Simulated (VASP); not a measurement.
# CdS (de600) (P6_3mc) in VASP: a series of runs

Runs on CdS (de600). Level: LDA. Tasks: single point, relaxation of cell and atoms.

Program: VASP 6.6.1. These are calculated values, not measurements. Logs are shortened: lines on timing, memory, paths and dates and some standing lists are left out, and cuts for length are marked.

### 1 The cell of the first run

The structure is hexagonal, space group P6_3mc (No. 186). Conventional cell: a = 4.074 Å, b = 4.074 Å, c = 6.637 Å, α = 90.00°, β = 90.00°, γ = 120.00°. Cd (site symmetry 3m) has 4 S at 2.49 to 2.50 Å within 3.3 Å. S (site symmetry 3m) has 4 Cd at 2.49 to 2.50 Å within 3.3 Å.

### 2 Single point, LDA

File INCAR:

```
PREC = Accurate
ENCUT = 520
EDIFF = 1E-7
ISMEAR = 0
SIGMA = 0.02
LREAL = False
LASPH = True
NELM = 100
ALGO = Normal
ISIF = 2
LWAVE = False
LCHARG = False
GGA = CA
NBANDS = 26
```

File KPOINTS:

```
Automatic mesh
0
Gamma
  6 6 4
```

File POSCAR:

```
CdS
1.0
    4.0743297244      0.0000000000      0.0000000000
   -2.0371648622      3.5284730447      0.0000000000
    0.0000000000      0.0000000000      6.6374638456
Cd S
2 2
Direct
    0.6666666667      0.3333333333      0.5004414159
    0.3333333333      0.6666666667      0.0004414159
    0.6666666667      0.3333333333      0.8765585841
    0.3333333333      0.6666666667      0.3765585841
```

Potentials or basis: VASP PAW LDA potentials, release 64 (Cd, S).

Run with:

```console
$ cat potpaw_LDA.64/Cd/POTCAR potpaw_LDA.64/S/POTCAR > POTCAR
$ mpirun -np 1 vasp_std > vasp.out
```

OUTCAR:

```text
PREC = Accurate
   ENCUT = 520
   EDIFF = 1E-7
   ISMEAR = 0
   LREAL = False
   LASPH = True
   NELM = 100
   ISIF = 2
   GGA = CA

 ion  position               nearest neighbor table
   1  0.667  0.333  0.500-   4 2.49   4 2.49   4 2.49   3 2.50
   2  0.333  0.667  0.000-   3 2.49   3 2.49   3 2.49   4 2.50
   3  0.667  0.333  0.877-   2 2.49   2 2.49   2 2.49   1 2.50
   4  0.333  0.667  0.377-   1 2.49   1 2.49   1 2.49   2 2.50

  LATTYP: Found a hexagonal cell.
 ALAT       =     4.0743297244
 C/A-ratio  =     1.6290934447

  Lattice vectors:

 A1 = (   4.0743297244,   0.0000000000,   0.0000000000)
 A2 = (  -2.0371648622,   3.5284730447,   0.0000000000)
 A3 = (   0.0000000000,   0.0000000000,   6.6374638456)

Analysis of symmetry for initial positions (statically):
=====================================================================
 Subroutine PRICEL returns:
 Original cell was already a primitive cell.

 Routine SETGRP: Setting up the symmetry group for a
 hexagonal supercell.

 Subroutine GETGRP returns: Found 12 space group operations
 (whereof  6 operations were pure point group operations)
 out of a pool of 24 trial point group operations.

The static configuration has the point symmetry C_3v.
 The point group associated with its full space group is C_6v.

Analysis of symmetry for dynamics (positions and initial velocities):
=====================================================================
 Subroutine PRICEL returns:
 Original cell was already a primitive cell.

 Routine SETGRP: Setting up the symmetry group for a
 hexagonal supercell.

 Subroutine GETGRP returns: Found 12 space group operations
 (whereof  6 operations were pure point group operations)
 out of a pool of 24 trial point group operations.

The dynamic configuration has the point symmetry C_3v.
 The point group associated with its full space group is C_6v.

 Subroutine INISYM returns: Found 12 space group operations
 (whereof  6 operations are pure point group operations),
 and found     1 'primitive' translations

----------------------------------------------------------------------------------------

                                     Primitive cell

  volume of cell :      95.4213

  direct lattice vectors                    reciprocal lattice vectors
     4.074329724  0.000000000  0.000000000     0.245439144  0.141704356  0.000000000
    -2.037164862  3.528473045  0.000000000     0.000000000  0.283408712  0.000000000
     0.000000000  0.000000000  6.637463846     0.000000000  0.000000000  0.150659954
[... 84 lines left out ...]
   EDIFF  = 0.1E-06   stopping-criterion for ELM
   LREAL  =      F    real-space projection
   EDIFFG = 0.1E-05   stopping-criterion for IOM
   NSW    =      0    number of steps for IOM
   IBRION =     -1    ionic relax: 0-MD 1-quasi-New 2-CG
   NFREE  =      0    steps in history (QN), initial steepest desc. (CG)
   ISIF   =      2    stress and relaxation
   ISYM   =      2    0-nonsym 1-usesym 2-fastsym
   POTIM  = 0.5000    time-step for ionic-motion
   TEBEG  =    0.0;   TEEND  =   0.0 temperature during run
   PSTRESS=    0.0 pullay stress
   NELECT =      36.0000    total number of electrons
   NUPDOWN=      -1.0000    fix difference up-down
   EMIN   =  10.00;   EMAX   =-10.00  energy-range for DOS
   EFERMI =   0.00;   METHOD = LEGACY
   ISMEAR =     0;   SIGMA  =   0.02  broadening in eV -4-tet -1-fermi 0-gaus
   EFERMI_NEDOS =   21; number of points for ismear=-14 and -15
   IALGO  =     38    algorithm
   IMIX   =      4    mixing-type and parameters
     AMIX     =   0.40;   BMIX     =  1.00
     AMIX_MAG =   1.60;   BMIX_MAG =  1.00
  volume/ion in A,a.u.               =      23.86       160.98
  Fermi-wavevector in a.u.,A,eV,Ry     =   1.182934  2.235422 19.039088  1.399334
  Thomas-Fermi vector in A             =   2.319179
   LORBIT       =      0    0 simple, 1 ext, 2 COOP (PROOUT), +10 PAW based schemes
   GGA     = CA    functional components
   LHFCALC =     F    Hartree Fock is set to
   AEXX    =    0.0000 exact exchange contribution
   IVDW    =     0    specifies the selected vdW correction
   LEPSILON=     F    determine dielectric tensor
   LRPA    =     F    only Hartree local field effects (RPA)
 non-spin polarized calculation
 Gauss-broadening in eV      SIGMA  =   0.02
  energy-cutoff  :      520.00
  volume of cell :       95.42
 maximum number of plane-waves:      2593
   NGX = 15   NGY = 15   NGZ = 25

 number of electron      36.0000025 magnetization

 Free energy of the ion-electron system (eV)
  ---------------------------------------------------
  ext. energy  EPLUGINS =         0.00000000
  ---------------------------------------------------
  free energy    TOTEN  =       -14.81475974 eV

  energy without entropy =      -14.81475974  energy(sigma->0) =      -14.81475974

 E-fermi :   1.5818     XC(G=0):  -9.7589

 val. band max:        1.4800017767   @ k =   0.0000   0.0000   0.0000
 cond. band min:       2.5351207025   @ k =   0.0000   0.0000   0.0000
 fundamental gap:      1.0551189258
 Fermi energy:         1.5818167186

 k-point     1 :       0.0000    0.0000    0.0000
  band No.  band energies     occupation
      1     -11.1332      2.00000
      2     -10.6448      2.00000
      3      -6.4391      2.00000
      4      -6.4282      2.00000
      5      -6.4282      2.00000
      6      -6.3345      2.00000
[... 598 lines left out ...]
     25      10.6456      0.00000
     26      10.6456      0.00000

------------------------ aborting loop because EDIFF is reached ----------------------------------------

  FORCE on cell =-STRESS in cart. coord.  units (eV):
  Direction    XX          YY          ZZ          XY          YZ          ZX
  --------------------------------------------------------------------------------------
  -------------------------------------------------------------------------------------
  Total        0.3228019      0.3228019      0.3224346      0.0000000      0.0000000      0.0000000
  in kB        5.4200277      5.4200277      5.4138599      0.0000000      0.0000000      0.0000000
  external PRESSURE =       5.4179718 kB  Pullay stress =       0.0000000 kB

 VOLUME and BASIS-vectors are now :
 -----------------------------------------------------------------------------
  energy-cutoff  :      520.00
  volume of cell :       95.42
      direct lattice vectors                 reciprocal lattice vectors
     4.074329724  0.000000000  0.000000000     0.245439144  0.141704356  0.000000000
    -2.037164862  3.528473045  0.000000000     0.000000000  0.283408712  0.000000000
     0.000000000  0.000000000  6.637463846     0.000000000  0.000000000  0.150659954

 POSITION                                       TOTAL-FORCE (eV/Angst)
 -----------------------------------------------------------------------------------
      2.03716      1.17616      3.32166         0.000000     -0.000000      0.001128
     -0.00000      2.35232      0.00293        -0.000000      0.000000      0.001128
      2.03716      1.17616      5.81813         0.000000     -0.000000     -0.001128
     -0.00000      2.35232      2.49939        -0.000000      0.000000     -0.001128
 -----------------------------------------------------------------------------------
    total drift:                                0.000000      0.000000     -0.000004

  FREE ENERGIE OF THE ION-ELECTRON SYSTEM (eV)
  ---------------------------------------------------
  free  energy   TOTEN  =       -14.8147597415 eV

  energy  without entropy=      -14.8147597415  energy(sigma->0) =      -14.81475974
```

OSZICAR:

```text
N       E                     dE             d eps       ncg     rms          rms(c)
DAV:   1     0.253952330823E+03    0.25395E+03   -0.17567E+04  1092   0.128E+03
DAV:   2    -0.156136573648E+01   -0.25551E+03   -0.24657E+03  1182   0.326E+02
DAV:   3    -0.156896566997E+02   -0.14128E+02   -0.14038E+02  1316   0.775E+01
[... 11 lines left out ...]
DAV:  15    -0.148147658578E+02    0.12518E-04   -0.22859E-05  1136   0.216E-02    0.604E-02
DAV:  16    -0.148147637857E+02    0.20721E-05   -0.82410E-07  1304   0.467E-03    0.472E-02
DAV:  17    -0.148147611816E+02    0.26041E-05   -0.18311E-06  1118   0.627E-03    0.311E-02
DAV:  18    -0.148147597983E+02    0.13833E-05   -0.26676E-06  1106   0.708E-03    0.638E-03
DAV:  19    -0.148147597415E+02    0.56849E-07   -0.17007E-07   896   0.215E-03
   1 F= -.14814760E+02 E0= -.14814760E+02  d E =-.871071E-15
```

stdout:

```text
POSCAR found type information on POSCAR CdS
 POSCAR found :  2 types and       4 ions
 scaLAPACK will be used
 LDA part: xc-table for (Slater(with rela. corr.)+CA(PZ))
 , standard interpolation
 POSCAR, INCAR and KPOINTS ok, starting setup
 FFT: planning ... GRIDC
 FFT: planning ... GRID_SOFT
 FFT: planning ... GRID
 WAVECAR not read
 entering main loop
```

Wall time 51 s (1 thread of Intel Xeon Platinum 8259CL at 2.50GHz (Skylake/Cascade Lake), shared host); peak memory 0.19 GiB.

What came out:

```
Free energy            : -14.8148 eV
Pressure               : 0.5 GPa
Band gap on the k mesh : 1.06 eV, direct
```

Levels at points of the mesh, in eV from the valence-band top:
```csv
k point,band 15,band 16,band 17,band 18,band 19,band 20,band 21,band 22
"(0.00, 0.00, 0.00)",-0.84,-0.06,0.00,0.00,1.06,2.63,6.28,6.28
"(0.50, 0.00, 0.00)",-2.92,-2.07,-1.46,-0.84,3.62,3.66,4.87,6.35
"(0.00, 0.00, 0.50)",-0.44,-0.44,-0.44,-0.44,2.73,2.73,6.02,6.02
"(0.50, 0.00, 0.50)",-1.49,-1.49,-1.47,-1.47,3.26,3.26,5.22,5.22
```

### 3 Single point, LDA

This run uses another cell than the first one, of 25.51 Å³/atom, 1.069 times its volume.

File INCAR:

```
SYSTEM = CdS
PREC = Accurate
ENCUT = 520
EDIFF = 1E-6
ISMEAR = 0
SIGMA = 0.1
LREAL = .FALSE.
LASPH = .TRUE.
NELM = 60
ALGO = Normal
ISIF = 2
LWAVE = .FALSE.
LCHARG = .FALSE.
NBANDS = 26
```

File KPOINTS:

```
Automatic mesh
0
G
  6 6 4
  0 0 0
```

File POSCAR:

```
CdS
1.0
    4.1688381000      0.0000000000      0.0000000000
   -2.0844190500      3.6103197000      0.0000000000
    0.0000000000      0.0000000000      6.7796174100
Cd S
2 2
Direct
    0.6666666700      0.3333333300      0.5002243700
    0.3333333300      0.6666666700      0.0002243700
    0.6666666700      0.3333333300      0.8767756300
    0.3333333300      0.6666666700      0.3767756300
```

Potentials or basis: VASP PAW LDA potentials, release 64 (Cd, S).

Run with:

```console
$ cat potpaw_LDA.64/Cd/POTCAR potpaw_LDA.64/S/POTCAR > POTCAR
$ mpirun -np 1 vasp_std > vasp.out
```

Run time: 34 s. Hardware: 1 thread of Intel Xeon Platinum 8259CL at 2.50GHz (Skylake/Cascade Lake), shared host; peak memory 0.2 GiB.

The run converged. Its results:

- Free energy: -14.7496 eV
- Pressure: -3.5 GPa
- Band gap on the k mesh: 0.90 eV, direct

Forces on the atoms (eV/Å):
```
Cd   0.000  0.000 -0.002
Cd   0.000  0.000 -0.002
S    0.000  0.000  0.002
S    0.000  0.000  0.002
```

Levels at points of the mesh, in eV from the valence-band top:
```tsv
k point	band 16	band 17	band 18	band 19	band 20	band 21
(0.00, 0.00, 0.00)	-0.04	0.00	0.00	0.90	2.53	6.29
(0.50, 0.00, 0.00)	-1.84	-1.28	-0.74	3.47	3.66	4.91
(0.00, 0.00, 0.50)	-0.38	-0.38	-0.38	2.59	2.59	5.95
(0.50, 0.00, 0.50)	-1.32	-1.31	-1.31	3.24	3.24	5.18
```

(Continued in part 2 of 2.)
